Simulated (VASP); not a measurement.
# Cr (Im-3m) in VASP: further runs, part 2 of 2

VASP 6.6.1. Earlier steps stand in the parts before.

### Step 3. Single point, PBE, collinear spin, ferromagnetic start

INCAR reads:

```
SYSTEM = Cr
ALGO     = Normal         ! electronic algorithm
EDIFF    = 1E-7           ! SCF threshold, eV
ENCUT    = 520            ! plane-wave cutoff, eV
GGA      = PE             ! functional
ISIF     = 2              ! what is computed and relaxed
ISMEAR   = -1             ! smearing method
ISPIN    = 2              ! spin polarisation
LASPH    = .True.         ! aspherical terms in the spheres
LCHARG   = .False.        ! write CHGCAR
LMAXMIX  = 4              ! l up to which the mixer works
LORBIT   = 11             ! projections on sites
LREAL    = .False.        ! projectors in reciprocal space
LWAVE    = .False.        ! write WAVECAR
MAGMOM   = 2 2 2          ! initial moments
NBANDS   = 29             ! bands
NELM     = 150            ! most SCF steps
PREC     = Accurate       ! precision mode
SIGMA    = 0.08           ! smearing width, eV
```

KPOINTS reads:

```
k-points
0
Gamma
  10 10 13
  0 0 0
```

POSCAR reads:

```
Cr
1.0
    0.0000000000      2.8484888880     -2.8484888880
   -2.8484888880      0.0000000000      2.8484888880
    1.4242444440      1.4242444440      1.4242444440
Cr
3
Direct
    0.0000000000      0.0000000000      0.0000000000
    0.3333333330      0.6666666670      0.3333333330
    0.6666666670      0.3333333330      0.6666666670
```

Potentials or basis: VASP PAW PBE potentials, release 64 (Cr_pv).

Started as:

```sh
$ cat potpaw_PBE.64/Cr_pv/POTCAR > POTCAR
$ mpirun -np 1 vasp_std > vasp.out
```

OUTCAR:

```text
SYSTEM = Cr
   EDIFF = 1E-7
   ENCUT = 520
   GGA = PE
   ISIF = 2
   ISMEAR = -1
   ISPIN = 2
   LASPH = .True.
   LORBIT = 11
   LREAL = .False.
   NELM = 150
   PREC = Accurate

 ion  position               nearest neighbor table
   1  0.000  0.000  0.000-   2 2.47   3 2.47   3 2.47   2 2.47   3 2.47   2 2.47   3 2.85   2 2.85
                             3 2.85   3 2.85   2 2.85   2 2.85
   2  0.333  0.667  0.333-   1 2.47   3 2.47   3 2.47   1 2.47   1 2.47   3 2.47   3 2.85   3 2.85
                             1 2.85   1 2.85   1 2.85   3 2.85
   3  0.667  0.333  0.667-   1 2.47   2 2.47   2 2.47   1 2.47   1 2.47   2 2.47   2 2.85   2 2.85
                             1 2.85   1 2.85   1 2.85   2 2.85

  LATTYP: Found a hexagonal cell.
 ALAT       =     4.0283716177
 C/A-ratio  =     0.6123724357

  Lattice vectors:

 A1 = (   0.0000000000,   2.8484888880,  -2.8484888880)
 A2 = (  -2.8484888880,   0.0000000000,   2.8484888880)
 A3 = (   1.4242444440,   1.4242444440,   1.4242444440)

Analysis of symmetry for initial positions (statically):
=====================================================================
 Subroutine PRICEL returns following result:

  LATTYP: Found a body centered cubic cell.
 ALAT       =     2.8484888861
[... 12 lines left out ...]
 Subroutine GETGRP returns: Found 12 space group operations
 (whereof 12 operations were pure point group operations)
 out of a pool of 24 trial point group operations.

The static configuration has the point symmetry D_3d.

Analysis of symmetry for dynamics (positions and initial velocities):
=====================================================================
 Subroutine PRICEL returns following result:

  LATTYP: Found a body centered cubic cell.
 ALAT       =     2.8484888861
[... 12 lines left out ...]
 Subroutine GETGRP returns: Found 12 space group operations
 (whereof 12 operations were pure point group operations)
 out of a pool of 24 trial point group operations.

The dynamic configuration has the point symmetry D_3d.

Analysis of structural, dynamic, and magnetic symmetry:
=====================================================================
 Subroutine PRICEL returns following result:

  LATTYP: Found a body centered cubic cell.
 ALAT       =     2.8484888861
[... 12 lines left out ...]
 Subroutine GETGRP returns: Found 12 space group operations
 (whereof 12 operations were pure point group operations)
 out of a pool of 24 trial point group operations.

The overall configuration has the point symmetry D_3d.

 Subroutine INISYM returns: Found 12 space group operations
 (whereof 12 operations are pure point group operations),
 and found     3 'primitive' translations

----------------------------------------------------------------------------------------

                                     Primitive cell

  volume of cell :      11.5562

  direct lattice vectors                    reciprocal lattice vectors
    -1.424244447  1.424244441 -1.424244441    -0.351063332  0.351063332  0.000000000
    -1.424244443 -1.424244443  1.424244443    -0.351063332 -0.000000001  0.351063332
     1.424244444  1.424244444  1.424244444     0.000000000  0.351063332  0.351063332

  length of vectors
     2.466863738  2.466863737  2.466863739     0.496478525  0.496478525  0.496478525

  position of ions in fractional coordinates (direct lattice)
     0.000000000  0.000000000  0.000000000

  ion indices of the primitive-cell ions
   primitive index   ion index
                 1           1

[... 65 lines left out ...]
   ISPIN  =      2    spin polarized calculation?
   LNONCOLLINEAR =      F non collinear calculations
   LSORBIT =      F    spin-orbit coupling
   LASPH  =      T    aspherical Exc in radial PAW
   ENCUT  =  520.0 eV  38.22 Ry    6.18 a.u.   7.49  7.49  4.59*2*pi/ulx,y,z
   NELM   =    150;   NELMIN=  2; NELMDL= -5     # of ELM steps
   EDIFF  = 0.1E-06   stopping-criterion for ELM
   LREAL  =      F    real-space projection
   EDIFFG = 0.1E-05   stopping-criterion for IOM
   NSW    =      0    number of steps for IOM
   IBRION =     -1    ionic relax: 0-MD 1-quasi-New 2-CG
   NFREE  =      0    steps in history (QN), initial steepest desc. (CG)
   ISIF   =      2    stress and relaxation
   ISYM   =      2    0-nonsym 1-usesym 2-fastsym
   POTIM  = 0.5000    time-step for ionic-motion
   TEBEG  =    0.0;   TEEND  =   0.0 temperature during run
   PSTRESS=    0.0 pullay stress
   NELECT =      36.0000    total number of electrons
   NUPDOWN=      -1.0000    fix difference up-down
   EMIN   =  10.00;   EMAX   =-10.00  energy-range for DOS
   EFERMI =   0.00;   METHOD = LEGACY
   ISMEAR =    -1;   SIGMA  =   0.08  broadening in eV -4-tet -1-fermi 0-gaus
   EFERMI_NEDOS =   21; number of points for ismear=-14 and -15
   IALGO  =     38    algorithm
   IMIX   =      4    mixing-type and parameters
     AMIX     =   0.40;   BMIX     =  1.00
     AMIX_MAG =   1.60;   BMIX_MAG =  1.00
  volume/ion in A,a.u.               =      11.56        77.98
  Fermi-wavevector in a.u.,A,eV,Ry     =   1.657795  3.132778 37.392658  2.748283
  Thomas-Fermi vector in A             =   2.745486
   LORBIT       =     11    0 simple, 1 ext, 2 COOP (PROOUT), +10 PAW based schemes
   GGA     = PE    functional components
   LHFCALC =     F    Hartree Fock is set to
   AEXX    =    0.0000 exact exchange contribution
   IVDW    =     0    specifies the selected vdW correction
   LEPSILON=     F    determine dielectric tensor
   LRPA    =     F    only Hartree local field effects (RPA)
 spin polarized calculation
  energy-cutoff  :      520.00
  volume of cell :       34.67
 maximum number of plane-waves:       946
 NGX is ok and might be reduce to    30
   NGX = 15   NGY = 15   NGZ =  9

 number of electron      36.0000005 magnetization       0.0000042

 number of electron      36.0000005 magnetization      -0.0000104

 Free energy of the ion-electron system (eV)
  ---------------------------------------------------
  ext. energy  EPLUGINS =         0.00000000
  ---------------------------------------------------
  free energy    TOTEN  =       -28.57338545 eV

  energy without entropy =      -28.53137709  energy(sigma->0) =      -28.55238127

 E-fermi :  10.9743     XC(G=0): -13.6714

 val. band max:       10.9706225107   @ k =  -0.1000   0.4000   0.3077
 cond. band min:      10.9808537614   @ k =   0.3000   0.0000   0.3077
 fundamental gap:      0.0102312507
 Fermi energy:        10.9742652704

 spin component 1

 k-point     1 :       0.0000    0.0000    0.0000
  band No.  band energies     occupation
      1     -32.3900      1.00000
      2     -32.3900      1.00000
      3     -32.3900      1.00000
      4     -32.3900      1.00000
      5     -31.8781      1.00000
      6     -31.8781      1.00000
[... 757 lines left out ...]
     28      18.0631      0.00000
     29      18.0688      0.00000

 [... further k-points ...]

 spin component 2

 k-point     1 :       0.0000    0.0000    0.0000
  band No.  band energies     occupation
      1     -32.3900      1.00000
      2     -32.3900      1.00000
      3     -32.3900      1.00000
      4     -32.3900      1.00000
      5     -31.8781      1.00000
      6     -31.8781      1.00000
[... 757 lines left out ...]
     28      18.0632      0.00000
     29      18.0688      0.00000

 [... further k-points ...]
[... 5 lines left out ...]
  --------------------------------------------------------------------------------------
  -------------------------------------------------------------------------------------
  Total       -0.1231191     -0.1231191     -0.1231191     -0.0028392     -0.0028392     -0.0028392
  in kB       -5.6898558     -5.6898558     -5.6898558     -0.1312120     -0.1312120     -0.1312120
  external PRESSURE =      -5.6898558 kB  Pullay stress =       0.0000000 kB

 VOLUME and BASIS-vectors are now :
 -----------------------------------------------------------------------------
  energy-cutoff  :      520.00
  volume of cell :       34.67
      direct lattice vectors                 reciprocal lattice vectors
     0.000000000  2.848488888 -2.848488888    -0.117021111  0.234042221 -0.117021111
    -2.848488888  0.000000000  2.848488888    -0.234042221  0.117021111  0.117021111
     1.424244444  1.424244444  1.424244444     0.234042221  0.234042221  0.234042221

 POSITION                                       TOTAL-FORCE (eV/Angst)
 -----------------------------------------------------------------------------------
      0.00000      0.00000      0.00000        -0.000000      0.000000     -0.000000
     -1.42424      1.42424      1.42424         0.000000      0.000000      0.000000
      0.00000      2.84849     -0.00000        -0.000000     -0.000000      0.000000
 -----------------------------------------------------------------------------------
    total drift:                                0.000000     -0.000000     -0.000000

  FREE ENERGIE OF THE ION-ELECTRON SYSTEM (eV)
  ---------------------------------------------------
  free  energy   TOTEN  =       -28.5733854455 eV

  energy  without entropy=      -28.5313770935  energy(sigma->0) =      -28.55238127

 total charge

# of ion       s       p       d       tot
------------------------------------------
    1        0.441   6.406   4.210  11.057
    2        0.441   6.406   4.210  11.057
    3        0.441   6.406   4.210  11.057
--------------------------------------------------
tot          1.322  19.218  12.631  33.171

 magnetization (x)

# of ion       s       p       d       tot
------------------------------------------
    1       -0.000  -0.000  -0.000  -0.000
    2       -0.000  -0.000  -0.000  -0.000
    3       -0.000  -0.000  -0.000  -0.000
--------------------------------------------------
tot         -0.000  -0.000  -0.000  -0.000
```

Wall time 6 min (1 thread of Intel Xeon 8259CL, shared host); peak memory 0.3 GiB.

What came out:

| Property | Result |
| --- | --- |
| Free energy | -28.5734 eV |
| Pressure | -0.6 GPa |
| Band gap on the k mesh | zero (filled and empty bands overlap) |
| Net moment | 0.00 μB per cell |
| Valence electrons inside the program's atomic spheres | Cr 11.06 |

Caveat: the starting moments collapsed, and a magnetic state may lie lower.
